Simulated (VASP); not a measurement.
Here is a VASP 6.6.1 calculation.

Contents of INCAR:

```
SYSTEM = LiW16
PREC = Accurate
ENCUT = 520
EDIFF = 1E-6
ISMEAR = 0
SIGMA = 0.15
LREAL = Auto
LASPH = .TRUE.
NELM = 60
ALGO = Normal
ISIF = 2
LWAVE = .FALSE.
LCHARG = .FALSE.
GGA = PE
NBANDS = 128
```

File KPOINTS:

```
regular mesh
0
G
  3 3 3
  0 0 0
```

POSCAR

```
LiW16
1.0
    6.3200000000      0.0000000000      0.0000000000
    0.0000000000      6.3200000000      0.0000000000
    0.0000000000      0.0000000000      6.3200000000
W Li
16 1
Direct
    0.0063276899      0.0072330696      0.0028596519
    0.4979115506     -0.0004185127     -0.0021588608
    0.0383020570      0.5206305380     -0.0291018987
    0.0113270570     -0.0003588608      0.5112914557
    0.2466889241      0.2545977848      0.2518308544
    0.5065700949      0.5033531646      0.0013060127
    0.4921474684     -0.0056935127      0.5170764241
    0.7236251582      0.1907594937      0.2853319620
    0.0080996835      0.5034250000      0.5029482595
    0.2545337025      0.7518188291      0.2536118671
    0.2585042722      0.2498496835      0.7508000000
    0.5107373418      0.5000060127      0.4985738924
    0.7528759494      0.7737412975      0.2562946203
    0.7574311709      0.2546242089      0.7624579114
    0.2592208861      0.7529167722      0.7500642405
    0.7556033228      0.7518503165      0.7547161392
   -0.1777500000      0.4554765823      0.1876895570
```

Potentials or basis: VASP PAW PBE potentials, release 64 (W_sv, Li_sv).

Launch:

```bash
$ cat potpaw_PBE.64/W_sv/POTCAR potpaw_PBE.64/Li_sv/POTCAR > POTCAR
$ mpirun -np 1 vasp_std > vasp.out
```

Problem. Estimate the band gap on the k mesh.

Solution. Zero (an odd number of electrons rules out a gap without spin polarisation).

Problem. What does it give for the largest force?

Solution. 0.056 eV/Å.

Forces on the atoms (eV/Å):
```
W    0.003  0.004  0.004
W   -0.002  0.000 -0.003
W   -0.009 -0.012  0.015
W    0.004  0.000 -0.003
W   -0.004  0.004 -0.001
W   -0.006  0.001  0.003
W   -0.028 -0.040  0.028
W    0.019  0.025 -0.008
W   -0.006  0.001 -0.004
W   -0.009 -0.005  0.003
W   -0.007  0.008  0.002
W   -0.009  0.010  0.005
W    0.006 -0.014  0.000
W    0.002  0.002  0.005
W    0.015  0.008 -0.018
W    0.000 -0.003  0.003
Li   0.031  0.013 -0.032
```

Caveat: atoms lie so close that the PAW spheres overlap strongly, which falsifies energies and pressures; spin-orbit coupling is left out, which moves the levels of the heavy elements.
